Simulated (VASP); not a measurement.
# Ni (I4/mmm) in VASP: single point with PBEsol

Aim: the single point of Ni with PBEsol.

Everything below comes from runs of VASP 6.6.1. Logs are shortened: lines on timing, memory, paths and dates and some standing lists are left out, and cuts for length are marked.

## Step 1: The cell of the first run

The structure is tetragonal, space group I4/mmm (No. 139). The conventional cell has a = 2.422 Å, b = 2.422 Å, c = 3.768 Å, α = 90.00°, β = 90.00°, γ = 90.00°. Within 3.2 Å of Ni (site symmetry 4/mmm) lie 12 Ni at 2.42 to 2.55 Å.

## Step 2: Single point, PBEsol, collinear spin, ferromagnetic start

Input file INCAR:

```
ALGO = Normal
EDIFF = 1E-6
ENCUT = 520
GGA = PS
ISIF = 2
ISMEAR = 0
ISPIN = 2
LASPH = T
LCHARG = F
LMAXMIX = 4
LORBIT = 11
LREAL = F
LWAVE = F
MAGMOM = 0.81
NBANDS = 15
NELM = 150
PREC = Accurate
SIGMA = 0.15
```

Input file KPOINTS:

```
k-points
0
Gamma
  26 26 26
```

Input file POSCAR:

```
Ni
1.0
    0.0000000000      1.7126649768      1.8839314745
    1.7126649768      0.0000000000      1.8839314745
    1.7126649768      1.7126649768      0.0000000000
Ni
1
Direct
    0.0000000000      0.0000000000      0.0000000000
```

Potentials or basis: VASP PAW PBE potentials, release 64 (Ni).

Launch:

```
$ cat potpaw_PBE.64/Ni/POTCAR > POTCAR
$ mpirun -np 1 vasp_std > vasp.out
```

OUTCAR:

```text
EDIFF = 1E-6
   ENCUT = 520
   GGA = PS
   ISIF = 2
   ISMEAR = 0
   ISPIN = 2
   LASPH = T
   LORBIT = 11
   LREAL = F
   NELM = 150
   PREC = Accurate

 ion  position               nearest neighbor table
   1  0.000  0.000  0.000-

  LATTYP: Found a body centered tetragonal cell.
 ALAT       =     2.4220740380
 C/A-ratio  =     1.5556349186

  Lattice vectors:

 A1 = (  -1.7126649768,   0.0000000000,   1.8839314745)
 A2 = (   1.7126649768,   0.0000000000,   1.8839314745)
 A3 = (   0.0000000000,   1.7126649768,  -1.8839314745)

Analysis of symmetry for initial positions (statically):
=====================================================================
 Subroutine PRICEL returns:
 Original cell was already a primitive cell.

 Routine SETGRP: Setting up the symmetry group for a
 body centered tetragonal supercell.

 Subroutine GETGRP returns: Found 16 space group operations
 (whereof 16 operations were pure point group operations)
 out of a pool of 16 trial point group operations.

The static configuration has the point symmetry D_4h.

Analysis of symmetry for dynamics (positions and initial velocities):
=====================================================================
 Subroutine PRICEL returns:
 Original cell was already a primitive cell.

 Routine SETGRP: Setting up the symmetry group for a
 body centered tetragonal supercell.

 Subroutine GETGRP returns: Found 16 space group operations
 (whereof 16 operations were pure point group operations)
 out of a pool of 16 trial point group operations.

The dynamic configuration has the point symmetry D_4h.

Analysis of structural, dynamic, and magnetic symmetry:
=====================================================================
 Subroutine PRICEL returns:
 Original cell was already a primitive cell.

 Routine SETGRP: Setting up the symmetry group for a
 body centered tetragonal supercell.

 Subroutine GETGRP returns: Found 16 space group operations
 (whereof 16 operations were pure point group operations)
 out of a pool of 16 trial point group operations.

The overall configuration has the point symmetry D_4h.

 Subroutine INISYM returns: Found 16 space group operations
 (whereof 16 operations are pure point group operations),
 and found     1 'primitive' translations

----------------------------------------------------------------------------------------

                                     Primitive cell

  volume of cell :      11.0520

  direct lattice vectors                    reciprocal lattice vectors
     0.000000000  1.712664977  1.883931474    -0.291942678  0.291942678  0.265402435
     1.712664977  0.000000000  1.883931474     0.291942678 -0.291942678  0.265402435
     1.712664977  1.712664977  0.000000000     0.291942678  0.291942678 -0.265402435

  length of vectors
     2.546059529  2.546059529  2.422074038     0.490815145  0.490815145  0.490815145

  position of ions in fractional coordinates (direct lattice)
     0.000000000  0.000000000  0.000000000

  ion indices of the primitive-cell ions
   primitive index   ion index
                 1           1

----------------------------------------------------------------------------------------

 KPOINTS: k-points

Automatic generation of k-mesh.
 Grid dimensions read from file:
 generate k-points for:   26   26   26

 Generating k-lattice:

  Cartesian coordinates                     Fractional coordinates (reciprocal lattice)
    -0.011228565  0.011228565  0.010207786     0.038461538  0.000000000  0.000000000
     0.011228565 -0.011228565  0.010207786     0.000000000  0.038461538  0.000000000
     0.011228565  0.011228565 -0.010207786    -0.000000000 -0.000000000  0.038461538

  Length of vectors
     0.018877506  0.018877506  0.018877506

  Shift w.r.t. Gamma in fractional coordinates (k-lattice)
     0.000000000  0.000000000  0.000000000

 Subroutine IBZKPT returns following result:
 ===========================================

 Found   1330 irreducible k-points:

 Following reciprocal coordinates:
            Coordinates               Weight
  0.000000  0.000000  0.000000      1.000000
  0.038462  0.000000  0.000000      8.000000
  0.076923  0.000000  0.000000      8.000000
  0.115385  0.000000  0.000000      8.000000
  0.153846  0.000000  0.000000      8.000000
  0.192308  0.000000  0.000000      8.000000
[... 16 lines left out ...]
  0.346154  0.038462  0.000000      8.000000
  0.384615  0.038462  0.000000      8.000000
 [... further k-points ...]
   k-points           NKPTS =   1330   k-points in BZ     NKDIM =   1330   number of bands    NBANDS=     15
   number of dos      NEDOS =    301   number of ions     NIONS =      1
   total plane-waves  NPLWV =   7200
   dimension x,y,z NGX =    20 NGY =   20 NGZ =   18
   dimension x,y,z NGXF=    40 NGYF=   40 NGZF=   36
   ions per type =               1
   NGX,Y,Z   is equivalent  to a cutoff of  13.06, 13.06, 12.35 a.u.
   NGXF,Y,Z  is equivalent  to a cutoff of  26.12, 26.12, 24.71 a.u.
 SYSTEM =  unknown system
   PREC   = accura    normal or accurate (medium, high low for compatibility)
   ISTART =      0    job   : 0-new  1-cont  2-samecut
   ICHARG =      2    charge: 1-file 2-atom 10-const
   ISPIN  =      2    spin polarized calculation?
   LNONCOLLINEAR =      F non collinear calculations
   LSORBIT =      F    spin-orbit coupling
   LASPH  =      T    aspherical Exc in radial PAW
   ENCUT  =  520.0 eV  38.22 Ry    6.18 a.u.   4.73  4.73  4.50*2*pi/ulx,y,z
   NELM   =    150;   NELMIN=  2; NELMDL= -5     # of ELM steps
   EDIFF  = 0.1E-05   stopping-criterion for ELM
   LREAL  =      F    real-space projection
   EDIFFG = 0.1E-04   stopping-criterion for IOM
   NSW    =      0    number of steps for IOM
   IBRION =     -1    ionic relax: 0-MD 1-quasi-New 2-CG
   NFREE  =      0    steps in history (QN), initial steepest desc. (CG)
   ISIF   =      2    stress and relaxation
   ISYM   =      2    0-nonsym 1-usesym 2-fastsym
   POTIM  = 0.5000    time-step for ionic-motion
   TEBEG  =    0.0;   TEEND  =   0.0 temperature during run
   PSTRESS=    0.0 pullay stress
   NELECT =      10.0000    total number of electrons
   NUPDOWN=      -1.0000    fix difference up-down
   EMIN   =  10.00;   EMAX   =-10.00  energy-range for DOS
   EFERMI =   0.00;   METHOD = LEGACY
   ISMEAR =     0;   SIGMA  =   0.15  broadening in eV -4-tet -1-fermi 0-gaus
   EFERMI_NEDOS =   21; number of points for ismear=-14 and -15
   IALGO  =     38    algorithm
   IMIX   =      4    mixing-type and parameters
     AMIX     =   0.40;   BMIX     =  1.00
     AMIX_MAG =   1.60;   BMIX_MAG =  1.00
  volume/ion in A,a.u.               =      11.05        74.58
  Fermi-wavevector in a.u.,A,eV,Ry     =   1.583415  2.992221 34.112584  2.507204
  Thomas-Fermi vector in A             =   2.683189
   LORBIT       =     11    0 simple, 1 ext, 2 COOP (PROOUT), +10 PAW based schemes
   GGA     = PS    functional components
   LHFCALC =     F    Hartree Fock is set to
   AEXX    =    0.0000 exact exchange contribution
   IVDW    =     0    specifies the selected vdW correction
   LEPSILON=     F    determine dielectric tensor
   LRPA    =     F    only Hartree local field effects (RPA)
 spin polarized calculation
 Gauss-broadening in eV      SIGMA  =   0.15
  energy-cutoff  :      520.00
  volume of cell :       11.05
 maximum number of plane-waves:       320
   NGX =  9   NGY =  9   NGZ =  9

 number of electron      10.0000004 magnetization       0.6249708

 Free energy of the ion-electron system (eV)
  ---------------------------------------------------
  ext. energy  EPLUGINS =         0.00000000
  ---------------------------------------------------
  free energy    TOTEN  =        -6.09129418 eV

  energy without entropy =       -6.06987169  energy(sigma->0) =       -6.08058293

 E-fermi :   8.9547     XC(G=0): -13.3404

 val. band max:        8.9544135641   @ k =  -0.2308   0.3462   0.1923
 cond. band min:       8.9548471129   @ k =  -0.2308   0.1923   0.1538
 fundamental gap:      0.0004335488
 Fermi energy:         8.9547242680

 spin component 1

 k-point     1 :       0.0000    0.0000    0.0000
  band No.  band energies     occupation
      1       0.0209      1.00000
      2       6.2089      1.00000
      3       6.8164      1.00000
      4       6.8164      1.00000
      5       7.3813      1.00000
      6       8.0210      1.00000
      7      32.7105      0.00000
      8      35.6571      0.00000
      9      36.6150      0.00000
     10      36.6150      0.00000
     11      39.0802      0.00000
     12      39.0802      0.00000
     13      39.5951      0.00000
     14      41.5401      0.00000
     15      43.2647      0.00000

 k-point     2 :       0.0385    0.0000    0.0000
  band No.  band energies     occupation
      1       0.0785      1.00000
      2       6.2168      1.00000
      3       6.8062      1.00000
      4       6.8287      1.00000
      5       7.3799      1.00000
      6       8.0120      1.00000
      7      32.5340      0.00000
      8      35.1672      0.00000
      9      36.0278      0.00000
     10      36.4623      0.00000
     11      39.3190      0.00000
     12      39.3485      0.00000
     13      40.0362      0.00000
     14      41.8560      0.00000
     15      43.4785      0.00000
[... 365 lines left out ...]
      3       6.5280      1.00000
      4       7.0587      1.00000
      5       8.0391      1.00000
      6       8.1089      1.00000
      7      19.5378      0.00000
      8      30.5838      0.00000
      9      33.5116      0.00000
     10      33.8825      0.00000
     11      35.5119      0.00000
     12      40.8766      0.00000
     13      42.7318      0.00000
     14      48.6575      0.00000
     15      49.8078      0.00000

 k-point    24 :       0.3846    0.0385    0.0000
  band No.  band energies     occupation
      1       3.8355      1.00000
      2       6.3696      1.00000
      3       6.9259      1.00000
      4       7.0146      1.00000
      5       8.1805      1.00000
      6       8.2388      1.00000
      7      17.9108      0.00000
      8      30.0284      0.00000
      9      33.6043      0.00000
     10      33.6608      0.00000
     11      35.3407      0.00000
     12      40.0763      0.00000
     13      42.8780      0.00000
     14      50.3148      0.00000
     15      51.2490      0.00000

 [... further k-points ...]

 spin component 2

 k-point     1 :       0.0000    0.0000    0.0000
  band No.  band energies     occupation
      1       0.0094      1.00000
      2       6.9204      1.00000
      3       7.5357      1.00000
      4       7.5357      1.00000
      5       7.9897      1.00000
      6       8.6408      0.99846
      7      32.5978      0.00000
      8      35.6002      0.00000
      9      36.6447      0.00000
     10      36.6447      0.00000
     11      39.1742      0.00000
     12      39.1742      0.00000
     13      39.7508      0.00000
     14      41.4629      0.00000
     15      43.4789      0.00000

 k-point     2 :       0.0385    0.0000    0.0000
  band No.  band energies     occupation
      1       0.0671      1.00000
      2       6.9283      1.00000
      3       7.5242      1.00000
      4       7.5485      1.00000
      5       7.9881      1.00000
      6       8.6313      0.99885
      7      32.4378      0.00000
      8      35.1403      0.00000
      9      36.0538      0.00000
     10      36.5006      0.00000
     11      39.4034      0.00000
     12      39.4222      0.00000
     13      40.1466      0.00000
     14      41.8418      0.00000
     15      43.6485      0.00000
[... 365 lines left out ...]
      3       7.0570      1.00000
      4       7.7111      1.00000
      5       8.7389      0.97907
      6       8.8116      0.91138
      7      19.7474      0.00000
      8      30.5557      0.00000
      9      33.6020      0.00000
     10      33.9751      0.00000
     11      35.5584      0.00000
     12      40.9106      0.00000
     13      42.7713      0.00000
     14      48.7334      0.00000
     15      49.9148      0.00000

 k-point    24 :       0.3846    0.0385    0.0000
  band No.  band energies     occupation
      1       4.0565      1.00000
      2       6.9840      1.00000
      3       7.2848      1.00000
      4       7.6536      1.00000
      5       8.8989      0.70051
      6       8.9375      0.56447
      7      18.1585      0.00000
      8      30.0091      0.00000
      9      33.6928      0.00000
     10      33.7296      0.00000
     11      35.3968      0.00000
     12      40.1188      0.00000
     13      42.9501      0.00000
     14      50.3863      0.00000
     15      51.3483      0.00000

 [... further k-points ...]

------------------------ aborting loop because EDIFF is reached ----------------------------------------

  FORCE on cell =-STRESS in cart. coord.  units (eV):
  Direction    XX          YY          ZZ          XY          YZ          ZX
  --------------------------------------------------------------------------------------
  -------------------------------------------------------------------------------------
  Total       -0.4962814     -0.4962814     -1.3805633      0.0000000      0.0000000      0.0000000
  in kB      -71.9446759    -71.9446759   -200.1368159      0.0000000      0.0000000      0.0000000
  external PRESSURE =    -114.6753892 kB  Pullay stress =       0.0000000 kB

 VOLUME and BASIS-vectors are now :
 -----------------------------------------------------------------------------
  energy-cutoff  :      520.00
  volume of cell :       11.05
      direct lattice vectors                 reciprocal lattice vectors
     0.000000000  1.712664977  1.883931474    -0.291942678  0.291942678  0.265402435
     1.712664977  0.000000000  1.883931474     0.291942678 -0.291942678  0.265402435
     1.712664977  1.712664977  0.000000000     0.291942678  0.291942678 -0.265402435

 POSITION                                       TOTAL-FORCE (eV/Angst)
 -----------------------------------------------------------------------------------
      0.00000      0.00000      0.00000         0.000000      0.000000      0.000000
 -----------------------------------------------------------------------------------
    total drift:                               -0.000000     -0.000000      0.000000

  FREE ENERGIE OF THE ION-ELECTRON SYSTEM (eV)
  ---------------------------------------------------
  free  energy   TOTEN  =        -6.0912941795 eV

  energy  without entropy=       -6.0698716855  energy(sigma->0) =       -6.08058293

 total charge

# of ion       s       p       d       tot
------------------------------------------
    1        0.494   0.488   8.307   9.288

 magnetization (x)

# of ion       s       p       d       tot
------------------------------------------
    1       -0.006  -0.022   0.664   0.636
```

It took 3.4 min on 1 thread of Intel Xeon 6975P-C (Granite Rapids), shared host; peak memory 0.42 GiB.

What came out:

```yaml
Free_energy: -6.0913 eV
Pressure: -11.5 GPa
Net_moment: 0.62 μB per cell
Site_moments: Ni +0.64 μB
Valence_electrons_inside_the_program's_atomic_spheres: Ni 9.29
```

Stress tensor (GPa, compression positive):
```
 -7.19   0.00   0.00
  0.00  -7.19   0.00
  0.00   0.00 -20.01
```

Caveat: the stress differs along the axes, from -20 to -7 GPa; the PAW data sets were made with another functional, which shifts forces and pressure a little.
